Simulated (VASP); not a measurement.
Runs of VASP 6.6.1 on SiC. The structure is that of space group P6_3mc (No. 186), or close to it. The cells are those of the table. 

```tsv
task	level	potentials or basis	cell	k mesh	cutoff (eV)	smearing	grid for exact exchange (PRECFOCK)	screening parameter	gap on the mesh (eV)	pressure (GPa)	relaxed volume (Å³/atom)
single point	LDA	VASP PAW LDA potentials, release 64 (Si, C)	a = 3.056, b = 3.056, c = 5.016 Å, angles 90.0, 90.0, 120.0°, 4 atoms	12 × 12 × 4	520	fermi-dirac 0.02 eV	-	-	2.12	(c)	-
single point	r2SCAN	VASP PAW PBE potentials, release 64 (Si, C)	a = 3.075, b = 3.075, c = 5.048 Å, angles 90.0, 90.0, 120.0°, 4 atoms	12 × 12 × 4	520	fermi-dirac 0.02 eV	-	-	2.66	-0.2	-
relaxation of cell and atoms	LDA	VASP PAW LDA potentials, release 64 (Si, C)	relaxed from a = 3.092, b = 3.092, c = 5.074 Å, angles 90.0, 90.0, 120.0°, 4 atoms	12 × 12 × 4	600	fermi-dirac 0.02 eV	-	-	2.12	0.0	10.15
relaxation of cell and atoms	PBEsol	VASP PAW PBE potentials, release 64 (Si, C)	relaxed from a = 3.092, b = 3.092, c = 5.074 Å, angles 90.0, 90.0, 120.0°, 4 atoms	12 × 12 × 4	600	fermi-dirac 0.02 eV	-	-	2.12	0.0	(a)
single point	PBE	VASP PAW PBE potentials, release 64 (Si, C)	a = 3.092, b = 3.092, c = 5.074 Å, angles 90.0, 90.0, 120.0°, 4 atoms	12 × 12 × 6	520	fermi-dirac 0.02 eV	-	-	2.30	0.0	-
single point	r2SCAN	VASP PAW PBE potentials, release 64 (Si, C)	a = 3.075, b = 3.075, c = 5.048 Å, angles 90.0, 90.0, 120.0°, 4 atoms	12 × 12 × 6	520	gaussian 0.01 eV	-	-	2.66	-0.2	-
single point	LDA	VASP PAW LDA potentials, release 64 (Si, C)	a = 3.075, b = 3.075, c = 5.048 Å, angles 90.0, 90.0, 120.0°, 4 atoms	12 × 12 × 6	520	gaussian 0.01 eV	-	-	2.15	(b)	-
relaxation of cell and atoms	PBE	VASP PAW PBE potentials, release 64 (Si, C)	relaxed from a = 2.958, b = 2.958, c = 4.831 Å, angles 90.0, 90.0, 120.0°, 4 atoms	12 × 12 × 6	600	fermi-dirac 0.02 eV	-	-	2.30	0.0	10.50
single point	PBE	VASP PAW PBE potentials, release 64 (Si, C)	a = 3.075, b = 3.075, c = 5.048 Å, angles 90.0, 90.0, 120.0°, 4 atoms	6 × 6 × 4	520	gaussian 0.01 eV	-	-	2.27	3.5	-
single point	HSE06	VASP PAW PBE potentials, release 64 (Si, C)	a = 3.071, b = 3.071, c = 5.036 Å, angles 90.0, 90.0, 120.0°, 4 atoms	6 × 6 × 4	520	fermi-dirac 0.02 eV	Normal	0.2079 1/Å	3.17	-0.4	-
dielectric tensor	PBE	VASP PAW PBE potentials, release 64 (Si, C)	a = 3.075, b = 3.075, c = 5.048 Å, angles 90.0, 90.0, 120.0°, 4 atoms	9 × 9 × 4	520	gaussian 0.01 eV	-	-	2.27	-	-
single point	PBE	VASP PAW PBE potentials, release 64 (Si, C)	a = 3.075, b = 3.075, c = 5.048 Å, angles 90.0, 90.0, 120.0°, 4 atoms	12 × 12 × 6	520	fermi-dirac 0.02 eV	-	-	2.27	3.5	-
```

Alike in all rows: no spin polarisation.

Estimate the missing entries.

(a) 10.35; (b) -3.8; (c) 0.4.

Caveats: the PAW data sets were made with another functional, which shifts forces and pressure a little (some runs).

A k mesh can miss the band edges.
